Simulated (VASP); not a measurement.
# Hf (P6_3/mmc) in VASP: notebook

Runs on Hf. Level: PBE. Tasks: electric field gradients.

All numbers are computed with VASP 6.6.1; they aren't measurements. Logs are shortened: lines on timing, memory, paths and dates and some standing lists are left out, and cuts for length are marked.

## (1) The cell of the first run

Symmetry: P6_3/mmc, No. 194, hexagonal system. The conventional cell has a = 3.186 Å, b = 3.186 Å, c = 5.041 Å, α = 90.00°, β = 90.00°, γ = 120.00°. Hf (site symmetry -6m2) has 12 Hf at 3.12 to 3.19 Å within 4.1 Å.

## (2) Electric field gradients, PBE (22.16 Å³/atom)

Contents of INCAR:

```
PREC = Accurate ; ENCUT = 520
EDIFF = 1E-8 ; ISMEAR = -1
SIGMA = 0.05 ; LREAL = False
LASPH = True ; NELM = 100
ALGO = Normal ; ISIF = 2
LWAVE = False ; LCHARG = False
GGA = PE ; LEFG = True
NBANDS = 17
```

Contents of KPOINTS:

```
regular mesh
0
Gamma
  13 13 7
```

Contents of POSCAR:

```
Hf
1.0
    3.1860071449      0.0000000000      0.0000000000
   -1.5930035725      2.7591631242      0.0000000000
    0.0000000000      0.0000000000      5.0408841546
Hf
2
Direct
    0.3333333333      0.6666666667      0.2500000000
    0.6666666667      0.3333333333      0.7500000000
```

Potentials or basis: VASP PAW PBE potentials, release 64 (Hf_pv).

Launch:

```
> cat potpaw_PBE.64/Hf_pv/POTCAR > POTCAR
> mpirun -np 1 vasp_std > vasp.out
```

OUTCAR:

```text
PREC = Accurate
   ENCUT = 520
   EDIFF = 1E-8
   ISMEAR = -1
   LREAL = False
   LASPH = True
   NELM = 100
   ISIF = 2
   GGA = PE

 ion  position               nearest neighbor table
   1  0.333  0.667  0.250-   2 3.12   2 3.12   2 3.12   2 3.12   2 3.12   2 3.12
   2  0.667  0.333  0.750-   1 3.12   1 3.12   1 3.12   1 3.12   1 3.12   1 3.12

  LATTYP: Found a hexagonal cell.
 ALAT       =     3.1860071449
 C/A-ratio  =     1.5821948682

  Lattice vectors:

 A1 = (   3.1860071449,   0.0000000000,   0.0000000000)
 A2 = (  -1.5930035725,   2.7591631242,   0.0000000000)
 A3 = (   0.0000000000,   0.0000000000,   5.0408841546)

Analysis of symmetry for initial positions (statically):
=====================================================================
 Subroutine PRICEL returns:
 Original cell was already a primitive cell.

 Routine SETGRP: Setting up the symmetry group for a
 hexagonal supercell.

 Subroutine GETGRP returns: Found 24 space group operations
 (whereof 12 operations were pure point group operations)
 out of a pool of 24 trial point group operations.

The static configuration has the point symmetry D_3d.
 The point group associated with its full space group is D_6h.

Analysis of symmetry for dynamics (positions and initial velocities):
=====================================================================
 Subroutine PRICEL returns:
 Original cell was already a primitive cell.

 Routine SETGRP: Setting up the symmetry group for a
 hexagonal supercell.

 Subroutine GETGRP returns: Found 24 space group operations
 (whereof 12 operations were pure point group operations)
 out of a pool of 24 trial point group operations.

The dynamic configuration has the point symmetry D_3d.
 The point group associated with its full space group is D_6h.

 Subroutine INISYM returns: Found 24 space group operations
 (whereof 12 operations are pure point group operations),
 and found     1 'primitive' translations

----------------------------------------------------------------------------------------

                                     Primitive cell

  volume of cell :      44.3130

  direct lattice vectors                    reciprocal lattice vectors
     3.186007145  0.000000000  0.000000000     0.313872491  0.181214367  0.000000000
    -1.593003573  2.759163124  0.000000000     0.000000000  0.362428735  0.000000000
     0.000000000  0.000000000  5.040884155     0.000000000  0.000000000  0.198377897

  length of vectors
     3.186007145  3.186007145  5.040884155     0.362428735  0.362428735  0.198377897

  position of ions in fractional coordinates (direct lattice)
     0.333333333  0.666666667  0.250000000
     0.666666667  0.333333333  0.750000000

  ion indices of the primitive-cell ions
   primitive index   ion index
                 1           1
                 2           2

----------------------------------------------------------------------------------------

 KPOINTS: regular mesh

Automatic generation of k-mesh.
 Grid dimensions read from file:
 generate k-points for:   13   13    7

 Generating k-lattice:

  Cartesian coordinates                     Fractional coordinates (reciprocal lattice)
     0.024144038  0.013939567  0.000000000     0.076923077  0.000000000  0.000000000
     0.000000000  0.027879133  0.000000000     0.000000000  0.076923077  0.000000000
     0.000000000  0.000000000  0.028339700     0.000000000  0.000000000  0.142857143

  Length of vectors
     0.027879133  0.027879133  0.028339700

  Shift w.r.t. Gamma in fractional coordinates (k-lattice)
     0.000000000  0.000000000  0.000000000

 Subroutine IBZKPT returns following result:
 ===========================================

 Found     84 irreducible k-points:

 Following reciprocal coordinates:
            Coordinates               Weight
  0.000000  0.000000  0.000000      1.000000
  0.076923 -0.000000  0.000000      6.000000
  0.153846  0.000000  0.000000      6.000000
  0.230769 -0.000000  0.000000      6.000000
  0.307692  0.000000  0.000000      6.000000
  0.384615  0.000000  0.000000      6.000000
[... 16 lines left out ...]
  0.076923 -0.000000  0.142857     12.000000
  0.153846  0.000000  0.142857     12.000000
 [... further k-points ...]
   k-points           NKPTS =     84   k-points in BZ     NKDIM =     84   number of bands    NBANDS=     17
   number of dos      NEDOS =    301   number of ions     NIONS =      2
   total plane-waves  NPLWV =  23040
   dimension x,y,z NGX =    24 NGY =   24 NGZ =   40
   dimension x,y,z NGXF=    48 NGYF=   48 NGZF=   80
   ions per type =               2
   NGX,Y,Z   is equivalent  to a cutoff of  12.52, 12.52, 13.19 a.u.
   NGXF,Y,Z  is equivalent  to a cutoff of  25.05, 25.05, 26.38 a.u.
 SYSTEM =  unknown system
   PREC   = accura    normal or accurate (medium, high low for compatibility)
   ISTART =      0    job   : 0-new  1-cont  2-samecut
   ICHARG =      2    charge: 1-file 2-atom 10-const
   ISPIN  =      1    spin polarized calculation?
   LNONCOLLINEAR =      F non collinear calculations
   LSORBIT =      F    spin-orbit coupling
   LASPH  =      T    aspherical Exc in radial PAW
   ENCUT  =  520.0 eV  38.22 Ry    6.18 a.u.   5.92  5.92  9.37*2*pi/ulx,y,z
   NELM   =    100;   NELMIN=  2; NELMDL= -5     # of ELM steps
   EDIFF  = 0.1E-07   stopping-criterion for ELM
   LREAL  =      F    real-space projection
   EDIFFG = 0.1E-06   stopping-criterion for IOM
   NSW    =      0    number of steps for IOM
   IBRION =     -1    ionic relax: 0-MD 1-quasi-New 2-CG
   NFREE  =      0    steps in history (QN), initial steepest desc. (CG)
   ISIF   =      2    stress and relaxation
   ISYM   =      2    0-nonsym 1-usesym 2-fastsym
   POTIM  = 0.5000    time-step for ionic-motion
   TEBEG  =    0.0;   TEEND  =   0.0 temperature during run
   PSTRESS=    0.0 pullay stress
   NELECT =      20.0000    total number of electrons
   NUPDOWN=      -1.0000    fix difference up-down
   EMIN   =  10.00;   EMAX   =-10.00  energy-range for DOS
   EFERMI =   0.00;   METHOD = LEGACY
   ISMEAR =    -1;   SIGMA  =   0.05  broadening in eV -4-tet -1-fermi 0-gaus
   EFERMI_NEDOS =   21; number of points for ismear=-14 and -15
   IALGO  =     38    algorithm
   IMIX   =      4    mixing-type and parameters
     AMIX     =   0.40;   BMIX     =  1.00
     AMIX_MAG =   1.60;   BMIX_MAG =  1.00
  volume/ion in A,a.u.               =      22.16       149.52
  Fermi-wavevector in a.u.,A,eV,Ry     =   1.255764  2.373049 21.455601  1.576942
  Thomas-Fermi vector in A             =   2.389504
   LORBIT       =      0    0 simple, 1 ext, 2 COOP (PROOUT), +10 PAW based schemes
   GGA     = PE    functional components
   LHFCALC =     F    Hartree Fock is set to
   AEXX    =    0.0000 exact exchange contribution
   IVDW    =     0    specifies the selected vdW correction
   LEPSILON=     F    determine dielectric tensor
   LRPA    =     F    only Hartree local field effects (RPA)
 non-spin polarized calculation
  energy-cutoff  :      520.00
  volume of cell :       44.31
 maximum number of plane-waves:      1206
 NGX is ok and might be reduce to    24
   NGX = 11   NGY = 11   NGZ = 19

 number of electron      20.0000002 magnetization

 Free energy of the ion-electron system (eV)
  ---------------------------------------------------
  ext. energy  EPLUGINS =         0.00000000
  ---------------------------------------------------
  free energy    TOTEN  =       -19.85324430 eV

  energy without entropy =      -19.84022987  energy(sigma->0) =      -19.84673709

 E-fermi :   4.9880     XC(G=0): -11.3273

 val. band max:        4.9859654549   @ k =   0.3077   0.2308   0.4286
 cond. band min:       5.0045454843   @ k =   0.0769   0.0769   0.0000
 fundamental gap:      0.0185800293
 Fermi energy:         4.9880251587

 k-point     1 :       0.0000    0.0000    0.0000
  band No.  band energies     occupation
      1     -26.0822      2.00000
      2     -25.3150      2.00000
      3     -25.3150      2.00000
      4     -25.1870      2.00000
      5     -25.1833      2.00000
      6     -25.1833      2.00000
[... 9 lines left out ...]
     16       7.6450      0.00000
     17      10.3716      0.00000
[... 441 lines left out ...]
 k-point    24 :       0.1538    0.0000    0.1429
  band No.  band energies     occupation
      1     -25.9881      2.00000
      2     -25.4320      2.00000
      3     -25.3530      2.00000
      4     -25.3493      2.00000
      5     -25.2261      2.00000
      6     -25.2088      2.00000
[... 9 lines left out ...]
     16       7.8239      0.00000
     17      10.8043      0.00000

 [... further k-points ...]

------------------------ aborting loop because EDIFF is reached ----------------------------------------

  FORCE on cell =-STRESS in cart. coord.  units (eV):
  Direction    XX          YY          ZZ          XY          YZ          ZX
  --------------------------------------------------------------------------------------
  -------------------------------------------------------------------------------------
  Total        0.4220783      0.4220783      0.3762204     -0.0000000      0.0000000      0.0000000
  in kB       15.2606423     15.2606423     13.6026046     -0.0000000      0.0000000      0.0000000
  external PRESSURE =      14.7079631 kB  Pullay stress =       0.0000000 kB

 VOLUME and BASIS-vectors are now :
 -----------------------------------------------------------------------------
  energy-cutoff  :      520.00
  volume of cell :       44.31
      direct lattice vectors                 reciprocal lattice vectors
     3.186007145  0.000000000  0.000000000     0.313872491  0.181214367  0.000000000
    -1.593003573  2.759163124  0.000000000     0.000000000  0.362428735  0.000000000
     0.000000000  0.000000000  5.040884155     0.000000000  0.000000000  0.198377897

 POSITION                                       TOTAL-FORCE (eV/Angst)
 -----------------------------------------------------------------------------------
     -0.00000      1.83944      1.26022         0.000000      0.000000      0.000000
      1.59300      0.91972      3.78066        -0.000000      0.000000      0.000000
 -----------------------------------------------------------------------------------
    total drift:                               -0.000000      0.000000     -0.000000

  FREE ENERGIE OF THE ION-ELECTRON SYSTEM (eV)
  ---------------------------------------------------
  free  energy   TOTEN  =       -19.8532443005 eV

  energy  without entropy=      -19.8402298733  energy(sigma->0) =      -19.84673709

 Electric field gradients (V/A^2)
---------------------------------------------------------------------
 ion       V_xx      V_yy      V_zz      V_xy      V_xz      V_yz
---------------------------------------------------------------------
   1     -42.201   -42.201    84.402     0.000     0.000    -0.000
   2     -42.201   -42.201    84.402     0.000    -0.000     0.000
---------------------------------------------------------------------

 Electric field gradients after diagonalization (V/A^2)
 (convention: |V_zz| > |V_xx| > |V_yy|)
----------------------------------------------------------------------
 ion       V_xx      V_yy      V_zz     asymmetry (V_yy - V_xx)/ V_zz
----------------------------------------------------------------------
   1     -42.201   -42.200    84.402       0.000
   2     -42.201   -42.200    84.402       0.000
----------------------------------------------------------------------

           NMR quadrupolar parameters

 Cq : quadrupolar parameter    Cq=e*Q*V_zz/h
 eta: asymmetry parameters     (V_yy - V_xx)/ V_zz
 Q  : nuclear electric quadrupole moment in mb (millibarn)
----------------------------------------------------------------------
 ion       Cq(MHz)       eta       Q (mb)
----------------------------------------------------------------------
   1       0.204       0.000       1.000
   2       0.204       0.000       1.000
----------------------------------------------------------------------
```

Wall time 53 s (1 thread of Intel Xeon 8259CL, shared host); peak memory 0.19 GiB.

Results:

| Quantity | Value |
| --- | --- |
| Free energy | -19.8532 eV |
| Pressure | 1.5 GPa |
| Band gap on the k mesh | zero (bands 10 and 11 overlap by 1.58 eV) |
| Largest electric field gradient by atom | Hf +84.4 V/Å² |

Stress tensor (GPa, compression positive):
```
1.53 0.00 0.00
0.00 1.53 0.00
0.00 0.00 1.36
```

Electric field gradients, principal values (V/Å²):
| atom | least | middle | greatest (by size) |
| --- | --- | --- | --- |
| 1 Hf | -42.200 | -42.201 | 84.402 |
| 2 Hf | -42.200 | -42.201 | 84.402 |

Caveat: without QUAD_EFG the Cq values of the log hold for a quadrupole moment of 1 mb, not for the nuclei; spin-orbit coupling is left out, which moves the levels of the heavy elements.

(Continued in part 2 of 2.)
